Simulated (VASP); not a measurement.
Be4ZnSe: relaxation of cell and atoms with PBE

Be4ZnSe:

```xyz
6
Lattice="4.3354 0.0000 0.0000 -2.1677 3.7546 0.0000 0.0000 0.0000 5.0515" Properties=species:S:1:pos:R:3 pbc="T T T"
Be    0.0000    2.5031    2.5257
Be    0.0000    2.5031    0.0000
Be    0.0000    0.0000    1.7412
Be    0.0000    0.0000    3.3102
Zn    2.1677    1.2515    2.5257
Se    0.0000    0.0000    0.0000
```

The cell was generated, and may not be a known phase.

```json
{
  "Program": "VASP 6.6.1",
  "Task": "relaxation of cell and atoms",
  "Functional": "PBE",
  "Potentials or basis": "VASP PAW PBE potentials, release 64 (Be, Zn, Se)",
  "Cutoff": "600 eV",
  "k mesh": "4 × 4 × 3",
  "Occupations": "gaussian, width 0.2 eV",
  "Spin": "no spin polarisation",
  "Dipole correction": "no",
  "Further INCAR settings": "ALGO = Normal; EDIFF = 1e-07; IBRION = 2; EDIFFG = -0.08; NSW = 36; ISIF = 3"
}
```

- Relaxed volume: 13.94 Å³/atom
- Relaxed cell: a = 3.766 Å, b = 3.766 Å, c = 6.809 Å, α = 90.00°, β = 90.00°, γ = 120.00°
- Space group after relaxing (to 0.1 Å): P-6m2 (No. 187)
- Energy gained by relaxing: 853.4 meV/atom
- Ionic steps: 10
- Pressure after relaxing: 0.1 GPa
- Largest force after relaxing: 0.011 eV/Å
- Band gap on the k mesh: zero (bands 13 and 14 overlap by 1.38 eV)

Forces on the atoms (eV/Å):
```
Be   0.000  0.000  0.000
Be   0.000  0.000  0.000
Be   0.000  0.000 -0.011
Be   0.000  0.000  0.011
Zn   0.000  0.000  0.000
Se   0.000  0.000  0.000
```

Stress tensor (GPa, compression positive):
```
0.04 0.00 0.00
0.00 0.04 0.00
0.00 0.00 0.19
```

Step by step:
```tsv
step	energy change (eV)	largest force (eV/Å)	pressure (GPa)	volume (Å³)
1	0.0000	1.3184	16.51	82.23
2	-4.0286	1.4143	-9.47	97.11
3	-4.1474	1.1784	-10.04	98.66
4	-4.2889	0.6381	-10.54	101.62
5	-5.0526	0.3150	-0.40	86.86
6	-5.0623	0.2476	-1.77	88.14
7	-5.0961	0.2327	-0.43	86.04
8	-5.0975	0.3546	-0.08	85.57
9	-5.1108	0.2342	-0.05	84.87
10	-5.1201	0.0109	0.09	83.62
```

Final structure:
```xyz
6
Lattice="3.7657 0.0000 0.0000 -1.8828 3.2612 0.0000 0.0000 0.0000 6.8088" Properties=species:S:1:pos:R:3 pbc="T T T"
Be    0.0000    2.1741    3.4044
Be    0.0000    2.1741    0.0000
Be   -1.8828    3.2612    2.4075
Be    0.0000    0.0000    4.4013
Zn    1.8828    1.0871    3.4044
Se   -1.8828    3.2612    0.0000
```

Levels at points of the mesh, in eV from the Fermi level:
| k point | band 11 | band 12 | band 13 | band 14 | band 15 | band 16 |
| --- | --- | --- | --- | --- | --- | --- |
| (0.00, 0.00, 0.00) | -1.33 | 0.16 | 1.08 | 1.33 | 1.33 | 1.84 |
| (0.50, 0.00, 0.00) | -5.70 | -2.49 | -2.12 | 0.43 | 1.65 | 1.82 |

Wall time 62 s on 1 thread of Intel(R) Xeon(R) 6975P-C (Granite Rapids), with other jobs on the host, peak memory 0.24 GiB.

Caveat: the k points lie up to 0.48 Å⁻¹ apart in the final cell, too coarse for converged energies and pressures of a metal; a cell axis changed by over 15 % at a fixed basis, so the end point is rough.
